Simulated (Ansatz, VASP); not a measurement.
## Two plane-wave programs on ZrIn2Te2

INCAR

```
SYSTEM = ZrIn2Te2
PREC = Accurate
ENCUT = 500
EDIFF = 1E-7
ISMEAR = 0
SIGMA = 0.1
LREAL = .False.
LASPH = .True.
NELM = 120
ALGO = Normal
ISIF = 3
LWAVE = .False.
LCHARG = .False.
GGA = PE
IBRION = 2
NSW = 100
EDIFFG = -0.01
GGA_COMPAT = .False.
NELMIN = 4
```

Contents of KPOINTS:

```
regular mesh
0
Gamma
  12 12 4
  0 0 0
```

File POSCAR:

```
ZrIn2Te2
1.0
    3.8290914880      0.0000000000      0.0000000000
   -1.9145457440      3.3160905020      0.0000000000
    0.0000000000      0.0000000000     12.2158763453
Zr In Te
1 2 2
Direct
    0.0000000000      0.0000000000      0.5000000000
    0.0000000000      0.0000000000      0.1297624780
    0.0000000000      0.0000000000      0.8702375220
    0.3333333333      0.6666666667      0.3443981053
    0.6666666667      0.3333333333      0.6556018947
```

Input for Ansatz:

```yaml
crystal:
  lattice:
    - [3.829091488, 0.0, 0.0]
    - [-1.914545744, 3.316090502, 0.0]
    - [0.0, 0.0, 12.2158763453]
  atoms:
    - { symbol: Zr, position: [0.0, 0.0, 0.5] }
    - { symbol: In, position: [0.0, 0.0, 0.129762478] }
    - { symbol: In, position: [0.0, 0.0, 0.870237522] }
    - { symbol: Te, position: [0.3333333333, 0.6666666667, 0.3443981053] }
    - { symbol: Te, position: [0.6666666667, 0.3333333333, 0.6556018947] }
basis:
  ecutwfc: 420
kpoints:
  mp_grid: { grid: [12, 12, 4] }
hamiltonian:
  xc: pbe
scf:
  occupations: { method: gaussian, width: 0.1 }
output:
  forces: true
  stress: true
  eigenvalues: true
relax:
  adjacent_minimum: "off"
  f_tol: 0.01
  max_steps: 80
  cell: { stress_tol: 0.05 }
```

Alike in both runs: task relaxation of cell and atoms; functional PBE; k mesh 12 × 12 × 4; occupations gaussian, width 0.1 eV; no spin polarisation.

|  | VASP | Ansatz |
| --- | --- | --- |
| version | VASP 6.6.1 | Ansatz 0.2.0 |
| potentials or method | VASP PAW PBE potentials, release 64 (Zr_sv, In_d, Te), cutoff 500 eV | scalar-relativistic, plane waves, PAW |
| valence electrons in the cell | 50 | 70 |

```csv
,VASP,Ansatz,Ansatz less VASP
"gap on the k mesh at the Fermi level, each at its own relaxed structure (eV)",none,none,-
relaxed volume (Å³/atom),31.25,31.29,+0.035
relaxed length of the cell vector where the two differ most in proportion (Å),11.972,11.980,+0.0084
```

A gap of «none» marks a metal or a gap that the smearing closes. VASP's potentials hold 50 valence electrons a cell and Ansatz's 70, so a difference there can come from the potentials and not from the codes.

Neither program's run includes spin-orbit coupling.
